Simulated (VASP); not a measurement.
CdSe: single point with PBEsol+D4

Crystal: CdSe.

```
CELL_PARAMETERS angstrom
0.00000 3.02098 3.02098
3.02098 0.00000 3.02098
3.02098 3.02098 0.00000
ATOMIC_POSITIONS crystal
Cd 0.00000 0.00000 0.00000
Se 0.25000 0.25000 0.25000
```

* Program: VASP 6.6.1
* Task: single point
* Functional: PBEsol
* Dispersion: D4
* Potentials or basis: VASP PAW PBE potentials, release 64 (Cd, Se)
* Cutoff: 520 eV
* k mesh: 8 × 8 × 8
* Occupations: fermi-dirac, width 0.05 eV
* Spin: no spin polarisation

The pressure is 0.4 GPa, the band gap on the k mesh is 0.52 eV, direct and the dispersion energy per atom is -0.196 eV.

Levels at points of the mesh, in eV from the valence-band top:
```
           k point  band 6  band 7  band 8  band 9  band 10  band 11  band 12  band 13
(0.00, 0.00, 0.00)   -7.58    0.00    0.00    0.00     0.52     5.85     5.85     5.85
(0.50, 0.00, 0.00)   -7.27   -4.57   -0.79   -0.79     2.31     6.37     6.37     7.33
(0.50, 0.50, 0.00)   -7.21   -4.22   -1.95   -1.95     2.96     3.69     9.08    10.25
```

Wall time 44 s on 1 thread of AMD EPYC 7R13 (shared host), peak memory 0.16 GiB.

Caveat: the PAW data sets were made with another functional, which shifts forces and pressure a little. A hybrid or GW would open this gap; PBEsol tends to underestimate it.
